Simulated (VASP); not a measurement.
Write the native input for VASP 6.6.1 that does the following.

| Quantity | Value |
| --- | --- |
| Task | single point |
| Functional | PBEsol |
| Potentials or basis | VASP PAW PBE potentials, release 64 (Al, N) |
| Cutoff | 520 eV |
| k mesh | 10 × 10 × 10 |
| Occupations | gaussian, width 0.05 eV |
| Spin | no spin polarisation |
| Dipole correction | no |
| Further INCAR settings | ALGO = Normal; EDIFF = 1e-06; NBANDS = 11 |

The structure of AlN lies in POSCAR:

```
AlN
1.0
    0.0000000000      2.0345180000      2.0345180000
    2.0345180000      0.0000000000      2.0345180000
    2.0345180000      2.0345180000      0.0000000000
Al N
1 1
Direct
    0.4969280193      0.4969280193      0.5030719807
    0.0000000000      0.0000000000      0.0000000000
```

This cell differs from its parent crystal: all Al atoms moved +0.013 Å, as atom 1 towards its neighbour atom 2 (N) at 2.035 Å.

One way to write it, as run:

INCAR

```
SYSTEM = AlN
PREC = Accurate
ENCUT = 520
EDIFF = 1E-6
ISMEAR = 0
SIGMA = 0.05
LREAL = .False.
LASPH = .True.
NELM = 100
ALGO = Normal
ISIF = 2
LWAVE = .False.
LCHARG = .False.
GGA = PS
NBANDS = 11
```

KPOINTS

```
regular mesh
0
Gamma
  10 10 10
  0 0 0
```

Potentials or basis: VASP PAW PBE potentials, release 64 (Al, N).

Command:

```console
$ cat potpaw_PBE.64/Al/POTCAR potpaw_PBE.64/N/POTCAR > POTCAR
$ mpirun -np 1 vasp_std > vasp.out
```

It gave:

The pressure is -4.5 GPa, the largest force is 0.084 eV/Å and the band gap on the k mesh is 4.37 eV, indirect (least direct gap 5.40 eV).

Caveat: the cell differs from its parent crystal (all Al atoms moved +0.013 Å, as atom 1 towards its neighbour atom 2 (N) at 2.035 Å); the PAW data sets were made with another functional, which shifts forces and pressure a little.

It took 18 s on 1 thread of Intel(R) Xeon(R) Platinum 8175M CPU @ 2.50GHz (Skylake/Cascade Lake), on a shared host, peak memory 0.14 GiB.
